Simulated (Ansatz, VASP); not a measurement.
**Two plane-wave programs on PbS**

```
Pb S
1.0
     0.00000    3.04698    3.04698
     3.04698    0.00000    3.04698
     3.04698    3.04698    0.00000
Pb S
1 1
Cartesian
  0.0000 0.0000 0.0000
  3.0470 3.0470 3.0470
```

Change from the starting cell: hydrostatic strain +2.0%.

Alike in both runs: task single point; functional PBE; k mesh 8 × 8 × 8; occupations fermi-dirac, width 0.02 eV; no spin polarisation.

|  | VASP | Ansatz |
| --- | --- | --- |
| version | VASP 6.6.1 | Ansatz 0.2.0 |
| potentials or method | VASP PAW PBE potentials, release 64 (Pb_d, S) | plane waves, PAW |
| plane-wave cutoff (eV) | 500 | 420 |
| valence electrons in the cell | 20 | 20 |

|  | VASP | Ansatz | Ansatz less VASP |
| --- | --- | --- | --- |
| pressure (GPa) | -2.1 | -2.0 | +0.07 |

Spin-orbit coupling is off throughout.
